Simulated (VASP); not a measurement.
Here is a VASP 6.6.1 calculation.

INCAR

```
ALGO = Normal ; EDIFF = 1E-7
ENCUT = 520 ; GGA = PE
ISIF = 2 ; ISMEAR = 0
LASPH = True ; LCHARG = False
LREAL = False ; LWAVE = False
NBANDS = 26 ; NELM = 60
PREC = Accurate ; SIGMA = 0.05
```

File KPOINTS:

```
k-points
0
Gamma
  12 12 4
```

Contents of POSCAR:

```
SiC
1.0
    3.0941201807      0.0000000000      0.0000000000
   -1.5470600903      2.6795866789      0.0000000000
    0.0000000000      0.0000000000     10.1293391985
Si C
4 4
Direct
    0.6666666667      0.3333333333      0.9378441878
    0.3333333333      0.6666666667      0.4378441878
    0.0872622860      0.0872622860      0.6878995565
    0.0000000000      0.0000000000      0.1878995565
    0.6666666667      0.3333333333      0.7498074459
    0.3333333333      0.6666666667      0.2498074459
    0.0000000000      0.0000000000      0.5004478098
    0.0000000000      0.0000000000      0.0004478098
```

Potentials or basis: VASP PAW PBE potentials, release 64 (Si, C).

Run with:

```sh
$ cat potpaw_PBE.64/Si/POTCAR potpaw_PBE.64/C/POTCAR > POTCAR
$ mpirun -np 1 vasp_std > vasp.out
```

Problem. What does it give for the largest force?

Solution. 5.993 eV/Å.

Problem. Predict the pressure.

Solution. 2.2 GPa.

Problem. Predict the band gap on the k mesh.

Solution. 1.52 eV (least direct gap 2.97 eV).

Stress tensor (GPa, compression positive):
```
 5.98  2.99  3.50
 2.99 -0.09  1.50
 3.50  1.50  0.74
```

Caveat: the cell differs from its parent crystal (atom 3 (Si) moved -0.270 Å towards its neighbour atom 3 (Si) at 3.094 Å); the stress differs along the axes, from -0 to 6 GPa; forces of over 1 eV/Å act on the atoms, so gaps and moduli don't describe the material at rest. A k mesh can miss the band edges.
